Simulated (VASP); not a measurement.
# GaSb in VASP: single point with LDA

Aim: the single point of GaSb with LDA.

Everything below comes from runs of VASP 6.6.1. Logs are shortened: lines on timing, memory, paths and dates and some standing lists are left out, and cuts for length are marked.

## 1. The cell of the first run

The cell holds a slab with vacuum, 12 atoms: a = 4.277 Å, b = 6.049 Å, c = 25.693 Å, α = 90.00°, β = 90.00°, γ = 90.00°.

## 2. Single point, LDA

Input file INCAR:

```
SYSTEM = GaSb
  PREC = Accurate
  ENCUT = 400
  EDIFF = 1E-6
  ISMEAR = 0
  SIGMA = 0.1
  LREAL = .FALSE.
  LASPH = .TRUE.
  NELM = 120
  ALGO = Normal
  ISIF = 2
  LWAVE = .FALSE.
  LCHARG = .FALSE.
  LDIPOL = .TRUE.
  IDIPOL = 3
  DIPOL = 0.5 0.5 0.500
  NBANDS = 66
  GGA_COMPAT = .FALSE.
  NELMDL = -8
```

Input file KPOINTS:

```
regular mesh
0
G
  8 6 1
  0 0 0
```

Input file POSCAR:

```
GaSb
1.0
    4.2771263939      0.0000000000      0.0000000000
    0.0000000000      6.0487701542      0.0000000000
    0.0000000000      0.0000000000     25.6928159847
Ga Sb
6 6
Direct
    0.5000000000      0.5000000000      0.2919103926
    0.0000000000      0.0000000000      0.3751462355
    0.5000000000      0.5000000000      0.4583820785
    0.0000000000      0.0000000000      0.5416179215
    0.5000000000      0.5000000000      0.6248537645
    0.0000000000      0.0000000000      0.7080896074
    0.0000000000      0.7500000000      0.2919103926
    0.5000000000      0.2500000000      0.3751462355
    0.0000000000      0.7500000000      0.4583820785
    0.5000000000      0.2500000000      0.5416179215
    0.0000000000      0.7500000000      0.6248537645
    0.5000000000      0.2500000000      0.7080896074
```

Potentials or basis: VASP PAW LDA potentials, release 64 (Ga_d, Sb).

The run is started by

```sh
$ cat potpaw_LDA.64/Ga_d/POTCAR potpaw_LDA.64/Sb/POTCAR > POTCAR
$ mpirun -np 1 vasp_std > vasp.out
```

OUTCAR:

```text
SYSTEM = GaSb
   PREC = Accurate
   ENCUT = 400
   EDIFF = 1E-6
   ISMEAR = 0
   LREAL = .FALSE.
   LASPH = .TRUE.
   NELM = 120
   ISIF = 2
   NELMDL = -8

 ion  position               nearest neighbor table
   1  0.500  0.500  0.292-   8 2.62   7 2.62   7 2.62
   2  0.000  0.000  0.375-   7 2.62   8 2.62   8 2.62   9 2.62
   3  0.500  0.500  0.458-   9 2.62   9 2.62  10 2.62   8 2.62
   4  0.000  0.000  0.542-  10 2.62  10 2.62   9 2.62  11 2.62
   5  0.500  0.500  0.625-  12 2.62  11 2.62  11 2.62  10 2.62
   6  0.000  0.000  0.708-  11 2.62  12 2.62  12 2.62
   7  0.000  0.750  0.292-   2 2.62   1 2.62   1 2.62
   8  0.500  0.250  0.375-   1 2.62   2 2.62   2 2.62   3 2.62
   9  0.000  0.750  0.458-   3 2.62   3 2.62   4 2.62   2 2.62
  10  0.500  0.250  0.542-   4 2.62   4 2.62   3 2.62   5 2.62
  11  0.000  0.750  0.625-   6 2.62   5 2.62   5 2.62   4 2.62
  12  0.500  0.250  0.708-   5 2.62   6 2.62   6 2.62

  LATTYP: Found a simple orthorhombic cell.
 ALAT       =     4.2771263939
 B/A-ratio  =     1.4142135624
 C/A-ratio  =     6.0070275270

  Lattice vectors:

 A1 = (   4.2771263939,   0.0000000000,   0.0000000000)
 A2 = (   0.0000000000,   6.0487701542,   0.0000000000)
 A3 = (   0.0000000000,   0.0000000000,  25.6928159847)

Analysis of symmetry for initial positions (statically):
=====================================================================
 Subroutine PRICEL returns:
 Original cell was already a primitive cell.

 Routine SETGRP: Setting up the symmetry group for a
 simple orthorhombic supercell.

 Subroutine GETGRP returns: Found  4 space group operations
 (whereof  2 operations were pure point group operations)
 out of a pool of  8 trial point group operations.

The static configuration has the point symmetry C_1h.
 The point group associated with its full space group is C_2v.

Analysis of symmetry for dynamics (positions and initial velocities):
=====================================================================
 Subroutine PRICEL returns:
 Original cell was already a primitive cell.

 Routine SETGRP: Setting up the symmetry group for a
 simple orthorhombic supercell.

 Subroutine GETGRP returns: Found  4 space group operations
 (whereof  2 operations were pure point group operations)
 out of a pool of  8 trial point group operations.

The dynamic configuration has the point symmetry C_1h.
 The point group associated with its full space group is C_2v.

 Subroutine INISYM returns: Found  4 space group operations
 (whereof  2 operations are pure point group operations),
 and found     1 'primitive' translations

----------------------------------------------------------------------------------------

                                     Primitive cell

  volume of cell :     664.7079

  direct lattice vectors                    reciprocal lattice vectors
     4.277126394  0.000000000  0.000000000     0.233801835  0.000000000  0.000000000
     0.000000000  6.048770154  0.000000000     0.000000000  0.165322863  0.000000000
     0.000000000  0.000000000 25.692815985     0.000000000  0.000000000  0.038921386

  length of vectors
     4.277126394  6.048770154 25.692815985     0.233801835  0.165322863  0.038921386

  position of ions in fractional coordinates (direct lattice)
     0.500000000  0.500000000  0.291910393
     0.000000000  0.000000000  0.375146235
     0.500000000  0.500000000  0.458382079
     0.000000000  0.000000000  0.541617921
     0.500000000  0.500000000  0.624853765
     0.000000000  0.000000000  0.708089607
     0.000000000  0.750000000  0.291910393
     0.500000000  0.250000000  0.375146235
     0.000000000  0.750000000  0.458382079
     0.500000000  0.250000000  0.541617921
     0.000000000  0.750000000  0.624853765
     0.500000000  0.250000000  0.708089607

  ion indices of the primitive-cell ions
   primitive index   ion index
                 1           1
                 2           2
                 3           3
                 4           4
                 5           5
                 6           6
                 7           7
                 8           8
                 9           9
                10          10
                11          11
                12          12

----------------------------------------------------------------------------------------

 KPOINTS: regular mesh

Automatic generation of k-mesh.
 Grid dimensions read from file:
 generate k-points for:    8    6    1

 Generating k-lattice:

  Cartesian coordinates                     Fractional coordinates (reciprocal lattice)
     0.029225229  0.000000000  0.000000000     0.125000000  0.000000000  0.000000000
     0.000000000  0.027553811  0.000000000     0.000000000  0.166666667  0.000000000
     0.000000000  0.000000000  0.038921386     0.000000000  0.000000000  1.000000000

  Length of vectors
     0.029225229  0.027553811  0.038921386

  Shift w.r.t. Gamma in fractional coordinates (k-lattice)
     0.000000000  0.000000000  0.000000000

 Subroutine IBZKPT returns following result:
 ===========================================

 Found     20 irreducible k-points:

 Following reciprocal coordinates:
            Coordinates               Weight
  0.000000  0.000000  0.000000      1.000000
  0.125000  0.000000  0.000000      2.000000
  0.250000  0.000000  0.000000      2.000000
  0.375000  0.000000  0.000000      2.000000
  0.500000  0.000000  0.000000      1.000000
  0.000000  0.166667  0.000000      2.000000
[... 12 lines left out ...]
  0.375000  0.500000  0.000000      2.000000
  0.500000  0.500000  0.000000      1.000000
   k-points           NKPTS =     20   k-points in BZ     NKDIM =     20   number of bands    NBANDS=     66
   number of dos      NEDOS =    301   number of ions     NIONS =     12
   total plane-waves  NPLWV = 188160
   dimension x,y,z NGX =    28 NGY =   40 NGZ =  168
   dimension x,y,z NGXF=    56 NGYF=   80 NGZF=  336
   ions per type =               6   6
   NGX,Y,Z   is equivalent  to a cutoff of  10.88, 10.99, 10.87 a.u.
   NGXF,Y,Z  is equivalent  to a cutoff of  21.77, 21.99, 21.74 a.u.
 SYSTEM =  GaSb
   PREC   = accura    normal or accurate (medium, high low for compatibility)
   ISTART =      0    job   : 0-new  1-cont  2-samecut
   ICHARG =      2    charge: 1-file 2-atom 10-const
   ISPIN  =      1    spin polarized calculation?
   LNONCOLLINEAR =      F non collinear calculations
   LSORBIT =      F    spin-orbit coupling
   LASPH  =      T    aspherical Exc in radial PAW
   ENCUT  =  400.0 eV  29.40 Ry    5.42 a.u.   6.97  9.86 41.90*2*pi/ulx,y,z
   NELM   =    120;   NELMIN=  2; NELMDL= -8     # of ELM steps
   EDIFF  = 0.1E-05   stopping-criterion for ELM
   LREAL  =      F    real-space projection
   EDIFFG = 0.1E-04   stopping-criterion for IOM
   NSW    =      0    number of steps for IOM
   IBRION =     -1    ionic relax: 0-MD 1-quasi-New 2-CG
   NFREE  =      0    steps in history (QN), initial steepest desc. (CG)
   ISIF   =      2    stress and relaxation
   ISYM   =      2    0-nonsym 1-usesym 2-fastsym
   POTIM  = 0.5000    time-step for ionic-motion
   TEBEG  =    0.0;   TEEND  =   0.0 temperature during run
   PSTRESS=    0.0 pullay stress
   NELECT =     108.0000    total number of electrons
   NUPDOWN=      -1.0000    fix difference up-down
   EMIN   =  10.00;   EMAX   =-10.00  energy-range for DOS
   EFERMI =   0.00;   METHOD = LEGACY
   ISMEAR =     0;   SIGMA  =   0.10  broadening in eV -4-tet -1-fermi 0-gaus
   EFERMI_NEDOS =   21; number of points for ismear=-14 and -15
   IALGO  =     38    algorithm
   IMIX   =      4    mixing-type and parameters
     AMIX     =   0.40;   BMIX     =  1.00
     AMIX_MAG =   1.60;   BMIX_MAG =  1.00
  volume/ion in A,a.u.               =      55.39       373.81
  Fermi-wavevector in a.u.,A,eV,Ry     =   0.893317  1.688125 10.857666  0.798016
  Thomas-Fermi vector in A             =   2.015379
   LORBIT       =      0    0 simple, 1 ext, 2 COOP (PROOUT), +10 PAW based schemes
   GGA     = CA    functional components
   LHFCALC =     F    Hartree Fock is set to
   AEXX    =    0.0000 exact exchange contribution
   IVDW    =     0    specifies the selected vdW correction
   LEPSILON=     F    determine dielectric tensor
   LRPA    =     F    only Hartree local field effects (RPA)
 non-spin polarized calculation
 Gauss-broadening in eV      SIGMA  =   0.10
  energy-cutoff  :      400.00
  volume of cell :      664.71
 maximum number of plane-waves:     12144
 NGX is ok and might be reduce to    28
   NGX = 13   NGY = 19   NGZ = 83

 dipolmoment           0.000000      0.000000      0.000000 electrons x Angstroem

 number of electron     108.0000032 magnetization

 dipolmoment           0.000000      0.000000     -0.000000 electrons x Angstroem

 Free energy of the ion-electron system (eV)
  ---------------------------------------------------
  ext. energy  EPLUGINS =         0.00000000
  ---------------------------------------------------
  free energy    TOTEN  =       -48.67296931 eV

  energy without entropy =      -48.66794622  energy(sigma->0) =      -48.67045776

 E-fermi :   0.1030     XC(G=0):  -5.3865

 val. band max:        0.0967956281   @ k =   0.0000   0.0000   0.0000
 cond. band min:       0.1682433323   @ k =   0.0000   0.5000   0.0000
 fundamental gap:      0.0714477042
 Fermi energy:         0.1030137892

 k-point     1 :       0.0000    0.0000    0.0000
  band No.  band energies     occupation
      1     -15.1568      2.00000
      2     -15.1535      2.00000
      3     -15.1452      2.00000
      4     -15.1395      2.00000
      5     -15.1390      2.00000
      6     -15.1258      2.00000
[... 1369 lines left out ...]
     65       4.0350      0.00000
     66       4.0350      0.00000

------------------------ aborting loop because EDIFF is reached ----------------------------------------

 vacuum level on the upper side and lower side of the slab       (xc-potential included)        -0.106        -0.106

  FORCE on cell =-STRESS in cart. coord.  units (eV):
  Direction    XX          YY          ZZ          XY          YZ          ZX
  --------------------------------------------------------------------------------------
  -------------------------------------------------------------------------------------
  Total       -1.3113541     -1.2019100      1.0721649      0.0000000      0.0000000      0.0000000
  in kB       -3.1608196     -2.8970210      2.5842902      0.0000000      0.0000000      0.0000000
  external PRESSURE =      -1.1578501 kB  Pullay stress =       0.0000000 kB

 VOLUME and BASIS-vectors are now :
 -----------------------------------------------------------------------------
  energy-cutoff  :      400.00
  volume of cell :      664.71
      direct lattice vectors                 reciprocal lattice vectors
     4.277126394  0.000000000  0.000000000     0.233801835  0.000000000  0.000000000
     0.000000000  6.048770154  0.000000000     0.000000000  0.165322863  0.000000000
     0.000000000  0.000000000 25.692815985     0.000000000  0.000000000  0.038921386

 POSITION                                       TOTAL-FORCE (eV/Angst)
 -----------------------------------------------------------------------------------
      2.13856      3.02439      7.50000         0.000000      0.626642      0.966622
      0.00000      0.00000      9.63856         0.000000     -0.198750      0.184794
      2.13856      3.02439     11.77713         0.000000      0.136871      0.105258
      0.00000      0.00000     13.91569         0.000000      0.136871     -0.105258
      2.13856      3.02439     16.05425         0.000000     -0.198750     -0.184794
      0.00000      0.00000     18.19282         0.000000      0.626642     -0.966622
      0.00000      4.53658      7.50000         0.000000     -0.002339     -0.983877
      2.13856      1.51219      9.63856         0.000000     -0.470044     -0.436537
      0.00000      4.53658     11.77713         0.000000     -0.092379      0.070757
      2.13856      1.51219     13.91569         0.000000     -0.092379     -0.070757
      0.00000      4.53658     16.05425         0.000000     -0.470044      0.436537
      2.13856      1.51219     18.19282         0.000000     -0.002339      0.983877
 -----------------------------------------------------------------------------------
    total drift:                                0.000000     -0.000130      0.000000

  FREE ENERGIE OF THE ION-ELECTRON SYSTEM (eV)
  ---------------------------------------------------
  free  energy   TOTEN  =       -48.6729693071 eV

  energy  without entropy=      -48.6679462168  energy(sigma->0) =      -48.67045776

 vacuum level on the upper side and lower side of the slab         4.737         4.737
```

It took 32 min on 1 thread of Intel Xeon 8259CL, shared host; peak memory 0.63 GiB.

Results:

```
Free energy            : -48.6730 eV
Largest force          : 1.152 eV/Å
Band gap on the k mesh : 0.07 eV (least direct gap 0.33 eV)
```

Forces on the atoms (eV/Å):
```
Ga   0.000  0.627  0.967
Ga   0.000 -0.199  0.185
Ga   0.000  0.137  0.105
Ga   0.000  0.137 -0.105
Ga   0.000 -0.199 -0.185
Ga   0.000  0.627 -0.967
Sb   0.000 -0.002 -0.984
Sb   0.000 -0.470 -0.437
Sb   0.000 -0.092  0.071
Sb   0.000 -0.092 -0.071
Sb   0.000 -0.470  0.437
Sb   0.000 -0.002  0.984
```

Caveat: semilocal functionals underestimate gaps, and a narrow one can read as zero; spin-orbit coupling is left out, which moves the levels of the heavy elements.
